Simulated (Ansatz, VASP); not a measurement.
## Two plane-wave programs on Ge

```
Ge
1.0
     3.52090   -4.07622    0.00000
     3.52090    4.07622    0.00000
     0.00000    0.00000    7.06568
Ge
8
Direct
  0.31227 0.04534 0.41118
  0.45466 0.18773 0.08882
  0.04534 0.31227 0.58882
  0.18773 0.45466 0.91118
  0.95466 0.68773 0.41118
  0.68773 0.95466 0.58882
  0.81227 0.54534 0.08882
  0.54534 0.81227 0.91118
```

Alike in both runs: task single point; functional PBE; k mesh 4 × 4 × 4; occupations gaussian, width 0.1 eV; no spin polarisation.

|  | VASP | Ansatz |
| --- | --- | --- |
| version | VASP 6.6.1 | Ansatz 0.2.0 |
| potentials or method | VASP PAW PBE potentials, release 64 (Ge_d), cutoff 520 eV | scalar-relativistic, plane waves, PAW |
| valence electrons in the cell | 112 | 112 |

|  | VASP | Ansatz | Ansatz less VASP |
| --- | --- | --- | --- |
| pressure (GPa) | 0.0 | 0.1 | +0.04 |
| rms of the force components (eV/Å) | 0.009 | 0.010 | +0.0004 |

Atom by atom the forces differ by 0.001 eV/Å (rms over components). With one functional, cell and mesh, what is left measures potentials, basis and numerics.
